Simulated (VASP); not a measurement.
MoS2: single point with r2SCAN

Crystal: MoS2.

```
Mo S
1.0
     1.58550    0.91539    6.11500
    -1.58550    0.91539    6.11500
     0.00000   -1.83078    6.11500
Mo S
1 2
Cartesian
  0.0000 0.0000 0.0000
  0.0000 0.0000 4.5862
  0.0000 0.0000 13.7587
```

| Property | Result |
| --- | --- |
| Program | VASP 6.6.1 |
| Task | single point |
| Functional | r2SCAN |
| Potentials or basis | VASP PAW PBE potentials, release 64 (Mo_sv, S) |
| Cutoff | 520 eV |
| k mesh | 10 × 10 × 10 |
| Occupations | fermi-dirac, width 0.05 eV |
| Spin | no spin polarisation |

```
Pressure               : 7.0 GPa
Largest force          : 0.803 eV/Å
Band gap on the k mesh : zero (bands 13 and 14 overlap by 0.79 eV)
```

Forces in eV/Å, atoms in the order of the input:
```
Mo   0.000  0.000  0.000
S    0.000  0.000 -0.803
S    0.000  0.000  0.803
```

Stress tensor (GPa, compression positive):
```
6.40 0.00 0.00
0.00 6.40 0.00
0.00 0.00 8.29
```

Levels at points of the mesh, in eV from the Fermi level:
```tsv
k point	band 11	band 12	band 13	band 14	band 15	band 16
(0.00, 0.00, 0.00)	-1.28	-1.12	-1.12	-0.39	-0.39	3.51
(0.50, 0.00, 0.00)	-3.10	-2.04	-1.80	1.07	2.04	3.53
(0.50, 0.50, 0.00)	-3.13	-2.35	-2.02	1.07	1.83	3.99
(0.50, 0.50, 0.50)	-1.11	-1.11	-0.49	-0.49	-0.08	3.63
```

Wall time 27 min on 1 thread of Intel Xeon 8259CL (shared host), peak memory 0.43 GiB.

Caveat: the cell stands under pressure; the PAW data sets were made with another functional, which shifts forces and pressure a little.
